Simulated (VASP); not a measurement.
A run of VASP 6.6.1:

The input POSCAR:

```
Ge
1.0
    2.7803396810      2.7803396810      0.0000000000
   -2.7803396810      2.7803396810      0.0000000000
    0.0000000000      0.0000000000      5.7588635799
Ge
4
Direct
    0.0000000000      0.0000000000      0.0000000000
    0.0000000000      0.5000000000      0.7500000000
    0.5000000000      0.0000000000      0.2500000000
    0.5000000000      0.5000000000      0.5000000000
```

Contents of INCAR.step1:

```
ALGO     = Normal         # electronic algorithm
EDIFF    = 1E-4           # SCF threshold, eV
ENCUT    = 520            # plane-wave cutoff, eV
GGA      = PE             # functional
ISMEAR   = 0              # smearing method
LASPH    = True           # aspherical terms in the spheres
LCHARG   = False          # write CHGCAR
LREAL    = False          # projectors in reciprocal space
LWAVE    = True           # write WAVECAR
NBANDS   = 36             # bands
NELM     = 80             # most SCF steps
PREC     = Accurate       # precision mode
SIGMA    = 0.01           # smearing width, eV
```

The input INCAR.step2:

```
ALGO     = Normal         # electronic algorithm
EDIFF    = 1E-6           # SCF threshold, eV
ENCUT    = 520            # plane-wave cutoff, eV
ISIF     = 2              # what is computed and relaxed
ISMEAR   = 0              # smearing method
ISTART   = 1            
LASPH    = True           # aspherical terms in the spheres
LCHARG   = False          # write CHGCAR
LMIXTAU  = True         
LREAL    = False          # projectors in reciprocal space
LWAVE    = False          # write WAVECAR
METAGGA  = R2SCAN         # meta-GGA
NBANDS   = 36             # bands
NELM     = 80             # most SCF steps
PREC     = Accurate       # precision mode
SIGMA    = 0.01           # smearing width, eV
```

KPOINTS

```
Automatic mesh
0
Gamma
  8 8 6
  0.5 0.5 0.5
```

Potentials or basis: VASP PAW PBE potentials, release 64 (Ge_d).

The run is started by

```console
$ cat potpaw_PBE.64/Ge_d/POTCAR > POTCAR
$ cp INCAR.step1 INCAR
$ mpirun -np 1 vasp_std > vasp.out
$ cp INCAR.step2 INCAR
$ mpirun -np 1 vasp_std > vasp.out
```

Hardware: 1 thread of Intel(R) Xeon(R) Platinum 8124M CPU @ 3.00GHz (Skylake/Cascade Lake), on a shared host.

Task: Estimate the wall time of this run.

Result: It took 3.8 min on 1 thread of Intel(R) Xeon(R) Platinum 8124M CPU @ 3.00GHz (Skylake/Cascade Lake), on a shared host, peak memory 0.24 GiB. Counts: k points 30.
